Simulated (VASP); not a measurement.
# Si8N (a cell with a defect) in VASP: further runs, part 2 of 2

VASP 6.6.1.

### 3 Single point, PBE

File INCAR:

```
PREC = Accurate
ENCUT = 520
EDIFF = 1E-6
ISMEAR = 0
SIGMA = 0.15
LREAL = F
LASPH = T
NELM = 120
ALGO = Normal
ISIF = 2
LWAVE = F
LCHARG = F
GGA = PE
NBANDS = 28
GGA_COMPAT = F
```

File KPOINTS:

```
regular mesh
0
Gamma
  6 6 6
```

File POSCAR:

```
Si8N
1.0
    4.7218258405      2.7261474201      1.8874557466
   -4.7218258405      2.7261474201      1.8874557466
    0.0000000000     -5.4522948402      1.8874557466
Si N
8 1
Direct
    0.0198044603      0.7179030939      0.5216794332
    0.9801955397      0.2820969061      0.4783205668
    0.7140043589      0.7140043589      0.7140043589
    0.2820969061      0.4783205668      0.9801955397
    0.4783205668      0.9801955397      0.2820969061
    0.7179030939      0.5216794332      0.0198044603
    0.2859956411      0.2859956411      0.2859956411
    0.5216794332      0.0198044603      0.7179030939
    0.6345697605     -0.1449872335     -0.7301955397
```

Potentials or basis: VASP PAW PBE potentials, release 64 (Si, N).

Launch:

```sh
$ cat potpaw_PBE.64/Si/POTCAR potpaw_PBE.64/N/POTCAR > POTCAR
$ mpirun -np 1 vasp_std > vasp.out
```

OUTCAR:

```text
PREC = Accurate
   ENCUT = 520
   EDIFF = 1E-6
   ISMEAR = 0
   LREAL = F
   LASPH = T
   NELM = 120
   ISIF = 2
   GGA = PE

 ion  position               nearest neighbor table
   1  0.020  0.718  0.522-   2 2.36   3 2.38   8 2.39   6 2.39
   2  0.980  0.282  0.478-   9 2.13   1 2.36   7 2.38   5 2.39   4 2.39
   3  0.714  0.714  0.714-   8 2.38   1 2.38   6 2.38   7 2.42
   4  0.282  0.478  0.980-   9 1.97   6 2.36   7 2.38   5 2.39   2 2.39
   5  0.478  0.980  0.282-   9 1.34   8 2.36   7 2.38   4 2.39   2 2.39
   6  0.718  0.522  0.020-   9 2.29   4 2.36   3 2.38   8 2.39   1 2.39
   7  0.286  0.286  0.286-   5 2.38   2 2.38   4 2.38   3 2.42
   8  0.522  0.020  0.718-   5 2.36   3 2.38   6 2.39   1 2.39
   9  0.635  0.855  0.270-   5 1.34   4 1.97   2 2.13   6 2.29

  LATTYP: Found a trigonal (rhomboedric) cell.
 ALAT       =     5.7697494070
 COS(alpha) =    -0.3394793489

  Lattice vectors:

 A1 = (   4.7218258405,   2.7261474201,   1.8874557466)
 A2 = (  -4.7218258405,   2.7261474201,   1.8874557466)
 A3 = (   0.0000000000,  -5.4522948402,   1.8874557466)

Analysis of symmetry for initial positions (statically):
=====================================================================
 Subroutine PRICEL returns:
 Original cell was already a primitive cell.

 Routine SETGRP: Setting up the symmetry group for a
 trigonal (rhombohedral) supercell.

 Subroutine GETGRP returns: Found  1 space group operations
 (whereof  1 operations were pure point group operations)
 out of a pool of 12 trial point group operations.

The static configuration has the point symmetry C_1 .

Analysis of symmetry for dynamics (positions and initial velocities):
=====================================================================
 Subroutine PRICEL returns:
 Original cell was already a primitive cell.

 Routine SETGRP: Setting up the symmetry group for a
 trigonal (rhombohedral) supercell.

 Subroutine GETGRP returns: Found  1 space group operations
 (whereof  1 operations were pure point group operations)
 out of a pool of 12 trial point group operations.

The dynamic configuration has the point symmetry C_1 .

 Subroutine INISYM returns: Found  1 space group operations
 (whereof  1 operations are pure point group operations),
 and found     1 'primitive' translations

----------------------------------------------------------------------------------------

                                     Primitive cell

  volume of cell :     145.7764

  direct lattice vectors                    reciprocal lattice vectors
     4.721825841  2.726147420  1.887455747     0.105891241  0.061136337  0.176604582
    -4.721825841  2.726147420  1.887455747    -0.105891241  0.061136337  0.176604582
     0.000000000 -5.452294840  1.887455747     0.000000000 -0.122272673  0.176604582

  length of vectors
     5.769749407  5.769749407  5.769749407     0.214801734  0.214801734  0.214801734

  position of ions in fractional coordinates (direct lattice)
     0.019804460  0.717903094  0.521679433
     0.980195540  0.282096906  0.478320567
     0.714004359  0.714004359  0.714004359
     0.282096906  0.478320567  0.980195540
     0.478320567  0.980195540  0.282096906
     0.717903094  0.521679433  0.019804460
[... 44 lines left out ...]
  0.000000  0.000000  0.000000      1.000000
  0.166667  0.000000 -0.000000      2.000000
  0.000000  0.166667 -0.000000      2.000000
 -0.000000 -0.000000  0.166667      2.000000
  0.333333  0.000000  0.000000      2.000000
  0.000000  0.333333  0.000000      2.000000
[... 16 lines left out ...]
 -0.166667  0.500000  0.000000      2.000000
  0.166667  0.000000  0.500000      2.000000
 [... further k-points ...]
   k-points           NKPTS =    112   k-points in BZ     NKDIM =    112   number of bands    NBANDS=     28
   number of dos      NEDOS =    301   number of ions     NIONS =      9
   total plane-waves  NPLWV = 110592
   dimension x,y,z NGX =    48 NGY =   48 NGZ =   48
   dimension x,y,z NGXF=    96 NGYF=   96 NGZF=   96
   ions per type =               8   1
   NGX,Y,Z   is equivalent  to a cutoff of  13.83, 13.83, 13.83 a.u.
   NGXF,Y,Z  is equivalent  to a cutoff of  27.66, 27.66, 27.66 a.u.
 SYSTEM =  unknown system
   PREC   = accura    normal or accurate (medium, high low for compatibility)
   ISTART =      0    job   : 0-new  1-cont  2-samecut
   ICHARG =      2    charge: 1-file 2-atom 10-const
   ISPIN  =      1    spin polarized calculation?
   LNONCOLLINEAR =      F non collinear calculations
   LSORBIT =      F    spin-orbit coupling
   LASPH  =      T    aspherical Exc in radial PAW
   ENCUT  =  520.0 eV  38.22 Ry    6.18 a.u.  10.73 10.73 10.73*2*pi/ulx,y,z
   NELM   =    120;   NELMIN=  2; NELMDL= -5     # of ELM steps
   EDIFF  = 0.1E-05   stopping-criterion for ELM
   LREAL  =      F    real-space projection
   EDIFFG = 0.1E-04   stopping-criterion for IOM
   NSW    =      0    number of steps for IOM
   IBRION =     -1    ionic relax: 0-MD 1-quasi-New 2-CG
   NFREE  =      0    steps in history (QN), initial steepest desc. (CG)
   ISIF   =      2    stress and relaxation
   ISYM   =      2    0-nonsym 1-usesym 2-fastsym
   POTIM  = 0.5000    time-step for ionic-motion
   TEBEG  =    0.0;   TEEND  =   0.0 temperature during run
   PSTRESS=    0.0 pullay stress
   NELECT =      37.0000    total number of electrons
   NUPDOWN=      -1.0000    fix difference up-down
   EMIN   =  10.00;   EMAX   =-10.00  energy-range for DOS
   EFERMI =   0.00;   METHOD = LEGACY
   ISMEAR =     0;   SIGMA  =   0.15  broadening in eV -4-tet -1-fermi 0-gaus
   EFERMI_NEDOS =   21; number of points for ismear=-14 and -15
   IALGO  =     38    algorithm
   IMIX   =      4    mixing-type and parameters
     AMIX     =   0.40;   BMIX     =  1.00
     AMIX_MAG =   1.60;   BMIX_MAG =  1.00
  volume/ion in A,a.u.               =      16.20       109.31
  Fermi-wavevector in a.u.,A,eV,Ry     =   1.036525  1.958748 14.617873  1.074383
  Thomas-Fermi vector in A             =   2.170919
   LORBIT       =      0    0 simple, 1 ext, 2 COOP (PROOUT), +10 PAW based schemes
   GGA     = PE    functional components
   LHFCALC =     F    Hartree Fock is set to
   AEXX    =    0.0000 exact exchange contribution
   IVDW    =     0    specifies the selected vdW correction
   LEPSILON=     F    determine dielectric tensor
   LRPA    =     F    only Hartree local field effects (RPA)
 non-spin polarized calculation
 Gauss-broadening in eV      SIGMA  =   0.15
  energy-cutoff  :      520.00
  volume of cell :      145.78
 maximum number of plane-waves:      3961
 NGX is ok and might be reduce to    48
   NGX = 21   NGY = 21   NGZ = 21

 number of electron      36.9999999 magnetization

 Free energy of the ion-electron system (eV)
  ---------------------------------------------------
  ext. energy  EPLUGINS =         0.00000000
  ---------------------------------------------------
  free energy    TOTEN  =       -43.48445272 eV

  energy without entropy =      -43.45022722  energy(sigma->0) =      -43.46733997

 E-fermi :   7.3914     XC(G=0): -10.2501

 val. band max:        7.3845892014   @ k =   0.0000  -0.3333   0.1667
 cond. band min:       7.3936894389   @ k =   0.5000   0.1667  -0.3333
 fundamental gap:      0.0091002375
 Fermi energy:         7.3913581649

 k-point     1 :       0.0000    0.0000    0.0000
  band No.  band energies     occupation
      1     -10.6703      2.00000
      2      -4.4186      2.00000
      3      -2.4303      2.00000
      4      -1.1690      2.00000
      5      -0.7816      2.00000
      6       0.0278      2.00000
[... 733 lines left out ...]
     27      11.7759      0.00000
     28      11.9283      0.00000

 [... further k-points ...]
[... 5 lines left out ...]
  --------------------------------------------------------------------------------------
  -------------------------------------------------------------------------------------
  Total       40.6718518      3.6894215      2.5004494      5.0127939     -0.2801043      0.7057883
  in kB      447.0099592     40.5491287     27.4815568     55.0938478     -3.0785272      7.7570701
  external PRESSURE =     171.6802149 kB  Pullay stress =       0.0000000 kB

 VOLUME and BASIS-vectors are now :
 -----------------------------------------------------------------------------
  energy-cutoff  :      520.00
  volume of cell :      145.78
      direct lattice vectors                 reciprocal lattice vectors
     4.721825841  2.726147420  1.887455747     0.105891241  0.061136337  0.176604582
    -4.721825841  2.726147420  1.887455747    -0.105891241  0.061136337  0.176604582
     0.000000000 -5.452294840  1.887455747     0.000000000 -0.122272673  0.176604582

 POSITION                                       TOTAL-FORCE (eV/Angst)
 -----------------------------------------------------------------------------------
     -3.29630     -0.83325      2.37704        -0.015905      0.027565     -0.170370
      3.29630      0.83325      3.28533         1.233479      0.110161      0.698497
      0.00000      0.00000      4.04295         0.144593     -0.141544     -0.063559
     -0.92653     -3.27130      3.28533         0.305391     -0.680187     -1.177645
     -2.36977      2.43805      3.28533       -27.120780     -4.068286     -0.995540
      0.92653      3.27130      2.37704         0.105099      0.037739      0.439224
      0.00000      0.00000      1.61941        -0.056035      0.316940     -0.163113
      2.36977     -2.43805      2.37704        -0.153208     -0.806898      0.204254
     -1.04089      2.58977      3.32077        25.557365      5.204509      1.228252
 -----------------------------------------------------------------------------------
    total drift:                                0.000525     -0.000097     -0.000115

  FREE ENERGIE OF THE ION-ELECTRON SYSTEM (eV)
  ---------------------------------------------------
  free  energy   TOTEN  =       -43.4844527189 eV

  energy  without entropy=      -43.4502272193  energy(sigma->0) =      -43.46733997
```

Wall time 7.7 min (1 thread of Oxide Virtual Turin-like, shared host); peak memory 0.5 GiB.

Results:

| Quantity | Value |
| --- | --- |
| Free energy | -43.4845 eV |
| Pressure | 17.2 GPa |
| Largest force | 27.442 eV/Å |
| Band gap on the k mesh | zero (an odd number of electrons rules out a gap without spin polarisation) |

Forces on the atoms (eV/Å):
```
Si   -0.016   0.028  -0.170
Si    1.233   0.110   0.698
Si    0.145  -0.142  -0.064
Si    0.305  -0.680  -1.178
Si  -27.121  -4.068  -0.996
Si    0.105   0.038   0.439
Si   -0.056   0.317  -0.163
Si   -0.153  -0.807   0.204
N    25.557   5.205   1.228
```

Stress tensor (GPa, compression positive):
```
44.70  5.51  0.78
 5.51  4.05 -0.31
 0.78 -0.31  2.75
```

Caveat: an odd number of electrons without spin polarisation forces a metal; a magnetic or distorted state may lie lower.
